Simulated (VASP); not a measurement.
# WSe2 in VASP: single point with LDA

Aim: the single point of WSe2 with LDA.

All numbers are computed with VASP 6.6.1; they aren't measurements. Logs are shortened: lines on timing, memory, paths and dates and some standing lists are left out, and cuts for length are marked.

### 1 The cell of the first run

The cell holds a slab with vacuum, 3 atoms: a = 3.397 Å, b = 3.416 Å, c = 17.380 Å, α = 89.40°, β = 89.76°, γ = 118.03°.

### 2 Single point, LDA (atoms moved at random and the cell strained at random)

The input, INCAR:

```
PREC = Accurate
ENCUT = 520
EDIFF = 1E-6
ISMEAR = 0
SIGMA = 0.05
LREAL = F
LASPH = T
NELM = 80
ALGO = Normal
ISIF = 2
LWAVE = F
LCHARG = F
GGA = CA
NBANDS = 20
```

The input, KPOINTS:

```
Automatic mesh
0
Gamma
  12 12 2
```

The input, POSCAR:

```
WSe2
1.0
    3.3964819134      0.0533018957      0.0071200264
   -1.6520801610      2.9895333832      0.0178962201
    0.0357470296      0.1243887799     17.3797999597
W Se
1 2
Direct
   -0.1698304009     -0.0880930304     -0.0119251176
    0.2896204515      0.6036503177      0.1078949301
    0.5468766160      0.8177760460      0.9040301875
```

Potentials or basis: VASP PAW LDA potentials, release 64 (W_sv, Se).

On the command line:

```console
$ cat potpaw_LDA.64/W_sv/POTCAR potpaw_LDA.64/Se/POTCAR > POTCAR
$ mpirun -np 1 vasp_std > vasp.out
```

OUTCAR:

```text
PREC = Accurate
   ENCUT = 520
   EDIFF = 1E-6
   ISMEAR = 0
   LREAL = F
   LASPH = T
   NELM = 80
   ISIF = 2
   GGA = CA

 ion  position               nearest neighbor table
   1  0.830  0.912  0.988-   3 1.70   2 2.63   3 2.98   2 3.00   2 3.07
   2  0.290  0.604  0.108-   1 2.63   1 3.00   1 3.07
   3  0.547  0.818  0.904-   1 1.70   1 2.98

  LATTYP: Found a triclinic cell.
 ALAT       =     3.4156989010
 B/A-ratio  =     1.7098515960
 C/A-ratio  =     5.0883530282
 COS(alpha) =     0.0036652867
 COS(beta)  =     0.0105084085
 COS(gamma) =     0.8581344514

  Lattice vectors:

 A1 = (  -1.6520801610,   2.9895333832,   0.0178962201)
 A2 = (  -5.0485620744,   2.9362314875,   0.0107761937)
 A3 = (   0.0357470296,   0.1243887799,  17.3797999597)

Analysis of symmetry for initial positions (statically):
=====================================================================
 Subroutine PRICEL returns:
 Original cell was already a primitive cell.

 Routine SETGRP: Setting up the symmetry group for a
 triclinic supercell.

 Subroutine GETGRP returns: Found  1 space group operations
 (whereof  1 operations were pure point group operations)
 out of a pool of  2 trial point group operations.

The static configuration has the point symmetry C_1 .

Analysis of symmetry for dynamics (positions and initial velocities):
=====================================================================
 Subroutine PRICEL returns:
 Original cell was already a primitive cell.

 Routine SETGRP: Setting up the symmetry group for a
 triclinic supercell.

 Subroutine GETGRP returns: Found  1 space group operations
 (whereof  1 operations were pure point group operations)
 out of a pool of  2 trial point group operations.

The dynamic configuration has the point symmetry C_1 .

 Subroutine INISYM returns: Found  1 space group operations
 (whereof  1 operations are pure point group operations),
 and found     1 'primitive' translations

----------------------------------------------------------------------------------------

                                     Primitive cell

  volume of cell :     177.9934

  direct lattice vectors                    reciprocal lattice vectors
     3.396481913  0.053301896  0.007120026     0.291894374  0.161317587 -0.001754937
    -1.652080161  2.989533383  0.017896220    -0.005199579  0.331641109 -0.002362890
     0.035747030  0.124388780 17.379799960    -0.000114227 -0.000407583  0.057541214

  length of vectors
     3.396907590  3.415698901 17.380281846     0.333509774  0.331690283  0.057542770

  position of ions in fractional coordinates (direct lattice)
     0.830169599  0.911906970  0.988074882
     0.289620451  0.603650318  0.107894930
     0.546876616  0.817776046  0.904030187

  ion indices of the primitive-cell ions
   primitive index   ion index
                 1           1
                 2           2
                 3           3

----------------------------------------------------------------------------------------

 KPOINTS: Automatic mesh

Automatic generation of k-mesh.
 Grid dimensions read from file:
 generate k-points for:   12   12    2

 Generating k-lattice:

  Cartesian coordinates                     Fractional coordinates (reciprocal lattice)
     0.024324531  0.013443132 -0.000146245     0.083333333  0.000000000 -0.000000000
    -0.000433298  0.027636759 -0.000196908    -0.000000000  0.083333333 -0.000000000
    -0.000057114 -0.000203791  0.028770607     0.000000000 -0.000000000  0.500000000

  Length of vectors
     0.027792481  0.027640857  0.028771385

  Shift w.r.t. Gamma in fractional coordinates (k-lattice)
     0.000000000  0.000000000  0.000000000

 Subroutine IBZKPT returns following result:
 ===========================================

 Found    148 irreducible k-points:

 Following reciprocal coordinates:
            Coordinates               Weight
  0.000000  0.000000  0.000000      1.000000
  0.083333 -0.000000  0.000000      2.000000
  0.166667  0.000000  0.000000      2.000000
  0.250000 -0.000000  0.000000      2.000000
  0.333333 -0.000000  0.000000      2.000000
  0.416667  0.000000 -0.000000      2.000000
[... 16 lines left out ...]
  0.250000  0.166667 -0.000000      2.000000
  0.333333  0.166667 -0.000000      2.000000
 [... further k-points ...]
   k-points           NKPTS =    148   k-points in BZ     NKDIM =    148   number of bands    NBANDS=     20
   number of dos      NEDOS =    301   number of ions     NIONS =      3
   total plane-waves  NPLWV = 109760
   dimension x,y,z NGX =    28 NGY =   28 NGZ =  140
   dimension x,y,z NGXF=    56 NGYF=   56 NGZF=  280
   ions per type =               1   2
   NGX,Y,Z   is equivalent  to a cutoff of  13.70, 13.63, 13.39 a.u.
   NGXF,Y,Z  is equivalent  to a cutoff of  27.41, 27.26, 26.78 a.u.
 SYSTEM =  unknown system
   PREC   = accura    normal or accurate (medium, high low for compatibility)
   ISTART =      0    job   : 0-new  1-cont  2-samecut
   ICHARG =      2    charge: 1-file 2-atom 10-const
   ISPIN  =      1    spin polarized calculation?
   LNONCOLLINEAR =      F non collinear calculations
   LSORBIT =      F    spin-orbit coupling
   LASPH  =      T    aspherical Exc in radial PAW
   ENCUT  =  520.0 eV  38.22 Ry    6.18 a.u.   6.32  6.35 32.32*2*pi/ulx,y,z
   NELM   =     80;   NELMIN=  2; NELMDL= -5     # of ELM steps
   EDIFF  = 0.1E-05   stopping-criterion for ELM
   LREAL  =      F    real-space projection
   EDIFFG = 0.1E-04   stopping-criterion for IOM
   NSW    =      0    number of steps for IOM
   IBRION =     -1    ionic relax: 0-MD 1-quasi-New 2-CG
   NFREE  =      0    steps in history (QN), initial steepest desc. (CG)
   ISIF   =      2    stress and relaxation
   ISYM   =      2    0-nonsym 1-usesym 2-fastsym
   POTIM  = 0.5000    time-step for ionic-motion
   TEBEG  =    0.0;   TEEND  =   0.0 temperature during run
   PSTRESS=    0.0 pullay stress
   NELECT =      26.0000    total number of electrons
   NUPDOWN=      -1.0000    fix difference up-down
   EMIN   =  10.00;   EMAX   =-10.00  energy-range for DOS
   EFERMI =   0.00;   METHOD = LEGACY
   ISMEAR =     0;   SIGMA  =   0.05  broadening in eV -4-tet -1-fermi 0-gaus
   EFERMI_NEDOS =   21; number of points for ismear=-14 and -15
   IALGO  =     38    algorithm
   IMIX   =      4    mixing-type and parameters
     AMIX     =   0.40;   BMIX     =  1.00
     AMIX_MAG =   1.60;   BMIX_MAG =  1.00
  volume/ion in A,a.u.               =      59.33       400.39
  Fermi-wavevector in a.u.,A,eV,Ry     =   0.862180  1.629284 10.113952  0.743355
  Thomas-Fermi vector in A             =   1.979944
   LORBIT       =      0    0 simple, 1 ext, 2 COOP (PROOUT), +10 PAW based schemes
   GGA     = CA    functional components
   LHFCALC =     F    Hartree Fock is set to
   AEXX    =    0.0000 exact exchange contribution
   IVDW    =     0    specifies the selected vdW correction
   LEPSILON=     F    determine dielectric tensor
   LRPA    =     F    only Hartree local field effects (RPA)
 non-spin polarized calculation
 Gauss-broadening in eV      SIGMA  =   0.05
  energy-cutoff  :      520.00
  volume of cell :      177.99
 maximum number of plane-waves:      4829
 NGX is ok and might be reduce to    28
   NGX = 13   NGY = 13   NGZ = 65

 number of electron      25.9999999 magnetization

 Free energy of the ion-electron system (eV)
  ---------------------------------------------------
  ext. energy  EPLUGINS =         0.00000000
  ---------------------------------------------------
  free energy    TOTEN  =       -11.90007754 eV

  energy without entropy =      -11.89866878  energy(sigma->0) =      -11.89937316

 E-fermi :  -1.0231     XC(G=0):  -4.5928

 val. band max:       -1.0629965790   @ k =  -0.2500   0.2500   0.0000
 cond. band min:      -1.0046389186   @ k =  -0.0000   0.1667   0.5000
 fundamental gap:      0.0583576604
 Fermi energy:        -1.0231448780

 k-point     1 :       0.0000    0.0000    0.0000
  band No.  band energies     occupation
      1     -74.8475      2.00000
      2     -40.9034      2.00000
      3     -39.1101      2.00000
      4     -38.9505      2.00000
      5     -15.6674      2.00000
      6     -14.0548      2.00000
[... 12 lines left out ...]
     19       3.6524      0.00000
     20       4.3607      0.00000

 k-point     2 :       0.0833   -0.0000    0.0000
  band No.  band energies     occupation
      1     -74.8471      2.00000
      2     -40.9050      2.00000
      3     -39.1166      2.00000
      4     -38.9528      2.00000
      5     -15.5994      2.00000
      6     -14.0043      2.00000
[... 12 lines left out ...]
     19       3.7892      0.00000
     20       4.5064      0.00000

 k-point     3 :       0.1667    0.0000    0.0000
  band No.  band energies     occupation
      1     -74.8461      2.00000
      2     -40.9096      2.00000
      3     -39.1342      2.00000
      4     -38.9592      2.00000
      5     -15.4089      2.00000
      6     -13.8576      2.00000
[... 12 lines left out ...]
     19       4.1597      0.00000
     20       4.8523      0.00000

 k-point     4 :       0.2500   -0.0000    0.0000
  band No.  band energies     occupation
      1     -74.8447      2.00000
      2     -40.9162      2.00000
      3     -39.1577      2.00000
      4     -38.9676      2.00000
      5     -15.1370      2.00000
      6     -13.6316      2.00000
[... 12 lines left out ...]
     19       4.6514      0.00000
     20       5.2425      0.00000

 k-point     5 :       0.3333   -0.0000    0.0000
  band No.  band energies     occupation
      1     -74.8433      2.00000
      2     -40.9232      2.00000
      3     -39.1807      2.00000
      4     -38.9760      2.00000
      5     -14.8510      2.00000
      6     -13.3630      2.00000
[... 12 lines left out ...]
     19       4.7114      0.00000
     20       5.5097      0.00000

 k-point     6 :       0.4167    0.0000   -0.0000
  band No.  band energies     occupation
      1     -74.8422      2.00000
      2     -40.9286      2.00000
      3     -39.1972      2.00000
      4     -38.9821      2.00000
      5     -14.6326      2.00000
      6     -13.1252      2.00000
[... 12 lines left out ...]
     19       5.1194      0.00000
     20       5.4307      0.00000

 k-point     7 :       0.5000   -0.0000    0.0000
  band No.  band energies     occupation
      1     -74.8418      2.00000
      2     -40.9306      2.00000
      3     -39.2032      2.00000
      4     -38.9843      2.00000
      5     -14.5509      2.00000
      6     -13.0257      2.00000
[... 12 lines left out ...]
     19       5.2290      0.00000
     20       5.3967      0.00000
[... 277 lines left out ...]
 k-point    20 :       0.0000    0.1667   -0.0000
  band No.  band energies     occupation
      1     -74.8463      2.00000
      2     -40.9025      2.00000
      3     -39.1201      2.00000
      4     -38.9759      2.00000
      5     -15.4209      2.00000
      6     -13.8440      2.00000
[... 12 lines left out ...]
     19       4.1633      0.00000
     20       4.8853      0.00000

 k-point    21 :       0.0833    0.1667    0.0000
  band No.  band energies     occupation
      1     -74.8456      2.00000
      2     -40.9053      2.00000
      3     -39.1353      2.00000
      4     -38.9796      2.00000
      5     -15.2587      2.00000
      6     -13.7166      2.00000
[... 12 lines left out ...]
     19       4.4918      0.00000
     20       5.1673      0.00000

 k-point    22 :       0.1667    0.1667   -0.0000
  band No.  band energies     occupation
      1     -74.8444      2.00000
      2     -40.9104      2.00000
      3     -39.1552      2.00000
      4     -38.9869      2.00000
      5     -15.0171      2.00000
      6     -13.5146      2.00000
[... 12 lines left out ...]
     19       4.8670      0.00000
     20       5.4763      0.00000

 k-point    23 :       0.2500    0.1667   -0.0000
  band No.  band energies     occupation
      1     -74.8431      2.00000
      2     -40.9168      2.00000
      3     -39.1745      2.00000
      4     -38.9956      2.00000
      5     -14.7562      2.00000
      6     -13.2718      2.00000
[... 12 lines left out ...]
     19       5.0151      0.00000
     20       5.7661      0.00000

 k-point    24 :       0.3333    0.1667   -0.0000
  band No.  band energies     occupation
      1     -74.8421      2.00000
      2     -40.9227      2.00000
      3     -39.1888      2.00000
      4     -39.0026      2.00000
      5     -14.5505      2.00000
      6     -13.0519      2.00000
[... 12 lines left out ...]
     19       5.4845      0.00000
     20       6.2186      0.00000

 [... further k-points ...]

------------------------ aborting loop because EDIFF is reached ----------------------------------------

  FORCE on cell =-STRESS in cart. coord.  units (eV):
  Direction    XX          YY          ZZ          XY          YZ          ZX
  --------------------------------------------------------------------------------------
  -------------------------------------------------------------------------------------
  Total       13.7910723     -2.1651069     51.5546562      6.5999045     12.2946237     30.9227349
  in kB      124.1380072    -19.4888440    464.0605269     59.4079253    110.6679778    278.3457734
  external PRESSURE =     189.5698967 kB  Pullay stress =       0.0000000 kB

 VOLUME and BASIS-vectors are now :
 -----------------------------------------------------------------------------
  energy-cutoff  :      520.00
  volume of cell :      177.99
      direct lattice vectors                 reciprocal lattice vectors
     3.396481913  0.053301896  0.007120026     0.291894374  0.161317587 -0.001754937
    -1.652080161  2.989533383  0.017896220    -0.005199579  0.331641109 -0.002362890
     0.035747030  0.124388780 17.379799960    -0.000114227 -0.000407583  0.057541214

 POSITION                                       TOTAL-FORCE (eV/Angst)
 -----------------------------------------------------------------------------------
      1.34843      2.89333     17.19477        21.425973      7.990203     41.487996
     -0.00973      1.83349      1.88806        -0.125992      0.176741     -2.589153
      0.53874      2.58637     15.73039       -21.299981     -8.166944    -38.898843
 -----------------------------------------------------------------------------------
    total drift:                                0.000067      0.000085      0.000447

  FREE ENERGIE OF THE ION-ELECTRON SYSTEM (eV)
  ---------------------------------------------------
  free  energy   TOTEN  =       -11.9000775414 eV

  energy  without entropy=      -11.8986687808  energy(sigma->0) =      -11.89937316
```

Run time: 10 min. Hardware: 1 thread of Intel Xeon 6975P-C (Granite Rapids), shared host; peak memory 0.63 GiB.

What came out:

```
Free energy            : -11.9001 eV
Largest force          : 47.373 eV/Å
Band gap on the k mesh : zero (bands 13 and 14 overlap by 0.13 eV)
```

Forces in eV/Å, atoms in the order of the input:
```
W    21.426   7.990  41.488
Se   -0.126   0.177  -2.589
Se  -21.300  -8.167 -38.899
```

Levels at points of the mesh, in eV from the Fermi level:
| k point | band 9 | band 10 | band 11 | band 12 | band 13 | band 14 | band 15 | band 16 | band 17 | band 18 |
| --- | --- | --- | --- | --- | --- | --- | --- | --- | --- | --- |
| (0.00, 0.00, 0.00) | -3.89 | -3.54 | -1.45 | -0.43 | -0.37 | 1.34 | 1.85 | 2.16 | 3.56 | 4.12 |
| (0.50, 0.00, 0.00) | -4.28 | -3.60 | -3.07 | -1.77 | -0.33 | 1.41 | 1.63 | 3.25 | 3.41 | 3.98 |
| (0.00, 0.50, 0.00) | -4.65 | -3.23 | -2.58 | -0.71 | -0.04 | 1.20 | 2.10 | 2.59 | 3.02 | 3.71 |
| (0.50, 0.50, 0.00) | -4.63 | -3.23 | -2.49 | -0.96 | -0.55 | 1.36 | 1.92 | 2.44 | 2.79 | 4.06 |
| (0.00, 0.00, 0.50) | -3.89 | -3.54 | -1.45 | -0.43 | -0.37 | 1.34 | 1.85 | 2.16 | 3.57 | 4.14 |
| (0.50, 0.00, 0.50) | -4.28 | -3.60 | -3.07 | -1.77 | -0.33 | 1.41 | 1.63 | 3.25 | 3.41 | 3.98 |
| (0.00, 0.50, 0.50) | -4.65 | -3.23 | -2.58 | -0.71 | -0.04 | 1.20 | 2.10 | 2.59 | 3.02 | 3.71 |
| (0.50, 0.50, 0.50) | -4.63 | -3.23 | -2.49 | -0.96 | -0.55 | 1.36 | 1.92 | 2.44 | 2.79 | 4.06 |

Caveat: the cell differs from its parent crystal (atoms moved at random and the cell strained at random); atoms lie so close that the PAW spheres overlap strongly, which falsifies energies and pressures; there is no dipole correction, which matters where the two faces differ; spin-orbit coupling is left out, which moves the levels of the heavy elements.

The gap in the log of VASP goes by the Fermi energy; the results here count the filled bands.